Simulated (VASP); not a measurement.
A run of VASP 6.6.1 is set up as follows.

The input INCAR:

```
SYSTEM = Mg4H
PREC = Accurate ; ENCUT = 520
EDIFF = 1E-6 ; ISMEAR = 0
SIGMA = 0.1 ; LREAL = .FALSE.
LASPH = .TRUE. ; NELM = 100
ALGO = Normal ; ISIF = 2
LWAVE = .FALSE. ; LCHARG = .FALSE.
GGA = PE ; NBANDS = 12
```

Contents of KPOINTS:

```
Automatic mesh
0
G
  6 6 4
  0 0 0
```

File POSCAR:

```
Mg4H
1.0
    2.7632382494     -2.6986923497      0.0000000000
    2.7632382494      2.6986923497      0.0000000000
    0.0000000000      0.0000000000      8.3435556877
Mg H
4 1
Direct
    0.0000000000      0.0000000000      0.6686950087
    0.0000000000      0.0000000000      0.3313049913
    0.7486523435      0.7486523435      0.0000000000
    0.2513476565      0.2513476565      0.0000000000
    0.5000000000      0.5000000000      0.5000000000
```

Potentials or basis: VASP PAW PBE potentials, release 64 (Mg, H).

Launch:

```bash
$ cat potpaw_PBE.64/Mg/POTCAR potpaw_PBE.64/H/POTCAR > POTCAR
$ mpirun -np 1 vasp_std > vasp.out
```

Problem. Estimate the pressure.

Solution. -0.3 GPa.

Problem. Predict the band gap on the k mesh.

Solution. Zero (an odd number of electrons rules out a gap without spin polarisation).

Problem. Estimate the largest force.

Solution. 0.018 eV/Å.

Stress tensor (GPa, compression positive):
```
-0.44  0.00  0.00
 0.00 -0.06  0.00
 0.00  0.00 -0.34
```
